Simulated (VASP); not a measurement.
# Al3Cu2 (C2/m) in VASP: single point with PBEsol

Aim: the single point of Al3Cu2 with PBEsol.

Everything below comes from runs of VASP 6.6.1. Logs are shortened: lines on timing, memory, paths and dates and some standing lists are left out, and cuts for length are marked.

**1. The cell of the first run**

Symmetry: C2/m, No. 12, monoclinic system. The conventional cell has a = 7.525 Å, b = 4.099 Å, c = 4.982 Å, α = 90.00°, β = 90.00°, γ = 90.00°. Al (site symmetry 2/m) has 6 Cu at 2.53 to 2.63 Å and 6 Al at 2.97 to 3.06 Å within 3.3 Å. Al (site symmetry m) has 5 Cu at 2.45 to 2.69 Å and 6 Al at 2.82 to 3.06 Å within 3.2 Å. Cu (site symmetry m) has 8 Al at 2.45 to 2.69 Å and 3 Cu at 2.87 to 2.96 Å within 3.2 Å.

**2. Single point, PBEsol (strain +0.0600 x Voigt [0, 1, 0, 0, 0, 0])**

INCAR reads:

```
ALGO = Fast
EDIFF = 1E-6
ENCUT = 520
GGA = PS
ISIF = 2
ISMEAR = 0
LASPH = True
LCHARG = False
LREAL = False
LWAVE = False
NBANDS = 24
NELM = 60
PREC = Accurate
SIGMA = 0.15
```

KPOINTS reads:

```
k-points
0
Gamma
  12 12 10
```

POSCAR reads:

```
Al3Cu2
1.0
    4.0985856014      0.0000000000      0.0000000000
   -2.0492928007      3.7624480054      0.0000000000
    0.0000000000      0.0000000000      4.9821008425
Al Cu
3 2
Direct
    0.0000000000      0.0000000000      0.0000000000
    0.3333333333      0.6666666667      0.3515059809
    0.6666666667      0.3333333333      0.6484940191
    0.3333333333      0.6666666667      0.8422899817
    0.6666666667      0.3333333333      0.1577100183
```

Potentials or basis: VASP PAW PBE potentials, release 64 (Al, Cu).

Started as:

```
$ cat potpaw_PBE.64/Al/POTCAR potpaw_PBE.64/Cu/POTCAR > POTCAR
$ mpirun -np 1 vasp_std > vasp.out
```

OUTCAR:

```text
EDIFF = 1E-6
   ENCUT = 520
   GGA = PS
   ISIF = 2
   ISMEAR = 0
   LASPH = True
   LREAL = False
   NELM = 60
   PREC = Accurate

 ion  position               nearest neighbor table
   1  0.000  0.000  0.000-   4 2.53   5 2.53   5 2.53   4 2.53   5 2.63   4 2.63   2 2.97   3 2.97
                             2 2.97   3 2.97   3 3.06   2 3.06
   2  0.333  0.667  0.352-   4 2.45   4 2.54   5 2.59   5 2.59   5 2.69   3 2.82   3 2.82   3 2.91
                             1 2.97   1 2.97   1 3.06
   3  0.667  0.333  0.648-   5 2.45   5 2.54   4 2.59   4 2.59   4 2.69   2 2.82   2 2.82   2 2.91
                             1 2.97   1 2.97   1 3.06
   4  0.333  0.667  0.842-   2 2.45   1 2.53   1 2.53   2 2.54   3 2.59   3 2.59   1 2.63   3 2.69

   5  0.667  0.333  0.158-   3 2.45   1 2.53   1 2.53   3 2.54   2 2.59   2 2.59   1 2.63   2 2.69

  LATTYP: Found a base centered orthorhombic cell.
 ALAT       =     4.0985856014
 B/A-ratio  =     1.8359738560
 C/A-ratio  =     1.2155658871

  Lattice vectors:

 A1 = (   2.0492928007,  -3.7624480054,   0.0000000000)
 A2 = (   2.0492928007,   3.7624480054,   0.0000000000)
 A3 = (   0.0000000000,   0.0000000000,   4.9821008425)

Analysis of symmetry for initial positions (statically):
=====================================================================
 Subroutine PRICEL returns:
 Original cell was already a primitive cell.

 Routine SETGRP: Setting up the symmetry group for a
 base centered orthorhombic supercell.

 Subroutine GETGRP returns: Found  4 space group operations
 (whereof  4 operations were pure point group operations)
 out of a pool of  8 trial point group operations.

The static configuration has the point symmetry C_2h.

Analysis of symmetry for dynamics (positions and initial velocities):
=====================================================================
 Subroutine PRICEL returns:
 Original cell was already a primitive cell.

 Routine SETGRP: Setting up the symmetry group for a
 base centered orthorhombic supercell.

 Subroutine GETGRP returns: Found  4 space group operations
 (whereof  4 operations were pure point group operations)
 out of a pool of  8 trial point group operations.

The dynamic configuration has the point symmetry C_2h.

 Subroutine INISYM returns: Found  4 space group operations
 (whereof  4 operations are pure point group operations),
 and found     1 'primitive' translations

----------------------------------------------------------------------------------------

                                     Primitive cell

  volume of cell :      76.8276

  direct lattice vectors                    reciprocal lattice vectors
     4.098585601  0.000000000  0.000000000     0.243986608  0.132892202  0.000000000
    -2.049292801  3.762448005  0.000000000     0.000000000  0.265784404  0.000000000
     0.000000000  0.000000000  4.982100843     0.000000000  0.000000000  0.200718539

  length of vectors
     4.098585601  4.284345455  4.982100843     0.277830528  0.265784404  0.200718539

  position of ions in fractional coordinates (direct lattice)
     0.000000000  0.000000000  0.000000000
     0.333333333  0.666666667  0.351505981
     0.666666667  0.333333333  0.648494019
     0.333333333  0.666666667  0.842289982
     0.666666667  0.333333333  0.157710018

  ion indices of the primitive-cell ions
   primitive index   ion index
                 1           1
                 2           2
                 3           3
                 4           4
                 5           5

----------------------------------------------------------------------------------------

 KPOINTS: k-points

Automatic generation of k-mesh.
 Grid dimensions read from file:
 generate k-points for:   12   12   10

 Generating k-lattice:

  Cartesian coordinates                     Fractional coordinates (reciprocal lattice)
     0.020332217  0.011074350  0.000000000     0.083333333 -0.000000000  0.000000000
     0.000000000  0.022148700  0.000000000     0.000000000  0.083333333  0.000000000
     0.000000000  0.000000000  0.020071854     0.000000000  0.000000000  0.100000000

  Length of vectors
     0.023152544  0.022148700  0.020071854

  Shift w.r.t. Gamma in fractional coordinates (k-lattice)
     0.000000000  0.000000000  0.000000000

 Subroutine IBZKPT returns following result:
 ===========================================

 Found    398 irreducible k-points:

 Following reciprocal coordinates:
            Coordinates               Weight
  0.000000  0.000000  0.000000      1.000000
  0.083333 -0.000000  0.000000      4.000000
  0.166667 -0.000000  0.000000      4.000000
  0.250000  0.000000  0.000000      4.000000
  0.333333 -0.000000  0.000000      4.000000
  0.416667  0.000000  0.000000      4.000000
[... 16 lines left out ...]
  0.333333  0.166667  0.000000      4.000000
  0.416667  0.166667  0.000000      4.000000
 [... further k-points ...]
   k-points           NKPTS =    398   k-points in BZ     NKDIM =    398   number of bands    NBANDS=     24
   number of dos      NEDOS =    301   number of ions     NIONS =      5
   total plane-waves  NPLWV =  38400
   dimension x,y,z NGX =    30 NGY =   32 NGZ =   40
   dimension x,y,z NGXF=    60 NGYF=   64 NGZF=   80
   ions per type =               3   2
   NGX,Y,Z   is equivalent  to a cutoff of  12.17, 12.42, 13.35 a.u.
   NGXF,Y,Z  is equivalent  to a cutoff of  24.34, 24.83, 26.69 a.u.
 SYSTEM =  unknown system
   PREC   = accura    normal or accurate (medium, high low for compatibility)
   ISTART =      0    job   : 0-new  1-cont  2-samecut
   ICHARG =      2    charge: 1-file 2-atom 10-const
   ISPIN  =      1    spin polarized calculation?
   LNONCOLLINEAR =      F non collinear calculations
   LSORBIT =      F    spin-orbit coupling
   LASPH  =      T    aspherical Exc in radial PAW
   ENCUT  =  520.0 eV  38.22 Ry    6.18 a.u.   7.62  7.97  9.26*2*pi/ulx,y,z
   NELM   =     60;   NELMIN=  2; NELMDL= -5     # of ELM steps
   EDIFF  = 0.1E-05   stopping-criterion for ELM
   LREAL  =      F    real-space projection
   EDIFFG = 0.1E-04   stopping-criterion for IOM
   NSW    =      0    number of steps for IOM
   IBRION =     -1    ionic relax: 0-MD 1-quasi-New 2-CG
   NFREE  =      0    steps in history (QN), initial steepest desc. (CG)
   ISIF   =      2    stress and relaxation
   ISYM   =      2    0-nonsym 1-usesym 2-fastsym
   POTIM  = 0.5000    time-step for ionic-motion
   TEBEG  =    0.0;   TEEND  =   0.0 temperature during run
   PSTRESS=    0.0 pullay stress
   NELECT =      31.0000    total number of electrons
   NUPDOWN=      -1.0000    fix difference up-down
   EMIN   =  10.00;   EMAX   =-10.00  energy-range for DOS
   EFERMI =   0.00;   METHOD = LEGACY
   ISMEAR =     0;   SIGMA  =   0.15  broadening in eV -4-tet -1-fermi 0-gaus
   EFERMI_NEDOS =   21; number of points for ismear=-14 and -15
   IALGO  =     68    algorithm
   IMIX   =      4    mixing-type and parameters
     AMIX     =   0.40;   BMIX     =  1.00
     AMIX_MAG =   1.60;   BMIX_MAG =  1.00
  volume/ion in A,a.u.               =      15.37       103.69
  Fermi-wavevector in a.u.,A,eV,Ry     =   1.209734  2.286065 19.911517  1.463455
  Thomas-Fermi vector in A             =   2.345302
   LORBIT       =      0    0 simple, 1 ext, 2 COOP (PROOUT), +10 PAW based schemes
   GGA     = PS    functional components
   LHFCALC =     F    Hartree Fock is set to
   AEXX    =    0.0000 exact exchange contribution
   IVDW    =     0    specifies the selected vdW correction
   LEPSILON=     F    determine dielectric tensor
   LRPA    =     F    only Hartree local field effects (RPA)
 non-spin polarized calculation
 RMM-DIIS sequential band-by-band and
 Gauss-broadening in eV      SIGMA  =   0.15
  energy-cutoff  :      520.00
  volume of cell :       76.83
 maximum number of plane-waves:      2090
   NGX = 15   NGY = 15   NGZ = 19

 number of electron      30.9999981 magnetization

 Free energy of the ion-electron system (eV)
  ---------------------------------------------------
  ext. energy  EPLUGINS =         0.00000000
  ---------------------------------------------------
  free energy    TOTEN  =       -21.58810416 eV

  energy without entropy =      -21.57093061  energy(sigma->0) =      -21.57951739

 E-fermi :   7.6009     XC(G=0): -10.8129

 val. band max:        7.5962462183   @ k =   0.0833   0.3333   0.0000
 cond. band min:       7.6054839752   @ k =  -0.2500   0.0833   0.5000
 fundamental gap:      0.0092377569
 Fermi energy:         7.6009101346

 k-point     1 :       0.0000    0.0000    0.0000
  band No.  band energies     occupation
      1      -3.1867      2.00000
      2       1.5977      2.00000
      3       2.0764      2.00000
      4       2.5674      2.00000
      5       2.6120      2.00000
      6       2.9051      2.00000
[... 16 lines left out ...]
     23      13.1266      0.00000
     24      13.5811      0.00000

 k-point     2 :       0.0833   -0.0000    0.0000
  band No.  band energies     occupation
      1      -3.1068      2.00000
      2       1.6321      2.00000
      3       2.0624      2.00000
      4       2.5925      2.00000
      5       2.6359      2.00000
      6       2.9046      2.00000
[... 16 lines left out ...]
     23      12.9630      0.00000
     24      13.0917      0.00000

 k-point     3 :       0.1667   -0.0000    0.0000
  band No.  band energies     occupation
      1      -2.8679      2.00000
      2       1.7168      2.00000
      3       2.0103      2.00000
      4       2.6610      2.00000
      5       2.6934      2.00000
      6       2.8678      2.00000
[... 16 lines left out ...]
     23      12.5766      0.00000
     24      13.0445      0.00000
[... 514 lines left out ...]
 k-point    23 :       0.3333    0.1667    0.0000
  band No.  band energies     occupation
      1      -1.1175      2.00000
      2       0.7456      2.00000
      3       1.4894      2.00000
      4       2.6379      2.00000
      5       2.7787      2.00000
      6       2.9192      2.00000
[... 16 lines left out ...]
     23      14.3067      0.00000
     24      15.2754      0.00000

 k-point    24 :       0.4167    0.1667    0.0000
  band No.  band energies     occupation
      1      -0.4807      2.00000
      2       0.0352      2.00000
      3       1.4798      2.00000
      4       2.6876      2.00000
      5       2.7854      2.00000
      6       2.9062      2.00000
[... 16 lines left out ...]
     23      14.1751      0.00000
     24      15.1057      0.00000

 [... further k-points ...]

------------------------ aborting loop because EDIFF is reached ----------------------------------------

  FORCE on cell =-STRESS in cart. coord.  units (eV):
  Direction    XX          YY          ZZ          XY          YZ          ZX
  --------------------------------------------------------------------------------------
  -------------------------------------------------------------------------------------
  Total       -1.4499536     -4.2423418     -0.8928457      0.0000000      0.4605293      0.0000000
  in kB      -30.2376244    -88.4706473    -18.6195829      0.0000000      9.6039702      0.0000000
  external PRESSURE =     -45.7759515 kB  Pullay stress =       0.0000000 kB

 VOLUME and BASIS-vectors are now :
 -----------------------------------------------------------------------------
  energy-cutoff  :      520.00
  volume of cell :       76.83
      direct lattice vectors                 reciprocal lattice vectors
     4.098585601  0.000000000  0.000000000     0.243986608  0.132892202  0.000000000
    -2.049292801  3.762448005  0.000000000     0.000000000  0.265784404  0.000000000
     0.000000000  0.000000000  4.982100843     0.000000000  0.000000000  0.200718539

 POSITION                                       TOTAL-FORCE (eV/Angst)
 -----------------------------------------------------------------------------------
      0.00000      0.00000      0.00000        -0.000000      0.000000      0.000000
     -0.00000      2.50830      1.75124        -0.000000      0.144568     -0.033486
      2.04929      1.25415      3.23086         0.000000     -0.144568      0.033486
     -0.00000      2.50830      4.19637         0.000000     -0.063789      0.100676
      2.04929      1.25415      0.78573        -0.000000      0.063789     -0.100676
 -----------------------------------------------------------------------------------
    total drift:                                0.000000     -0.000000     -0.000000

  FREE ENERGIE OF THE ION-ELECTRON SYSTEM (eV)
  ---------------------------------------------------
  free  energy   TOTEN  =       -21.5881041640 eV

  energy  without entropy=      -21.5709306118  energy(sigma->0) =      -21.57951739
```

It took 16 min on 1 thread of Intel Xeon Platinum 8259CL at 2.50GHz (Skylake/Cascade Lake), shared host; peak memory 0.67 GiB.

Results:

| Property | Result |
| --- | --- |
| Free energy | -21.5881 eV |
| Pressure | -4.6 GPa |
| Largest force | 0.148 eV/Å |
| Band gap on the k mesh | zero (an odd number of electrons rules out a gap without spin polarisation) |

Forces in eV/Å, atoms in the order of the input:
```
Al   0.000  0.000  0.000
Al   0.000  0.145 -0.033
Al   0.000 -0.145  0.033
Cu   0.000 -0.064  0.101
Cu   0.000  0.064 -0.101
```

Stress tensor (GPa, compression positive):
```
-3.02  0.00  0.00
 0.00 -8.85  0.96
 0.00  0.96 -1.86
```

Caveat: the cell differs from its parent crystal (strain +0.0600 x Voigt [0, 1, 0, 0, 0, 0]); the cell stands under tension; the PAW data sets were made with another functional, which shifts forces and pressure a little.
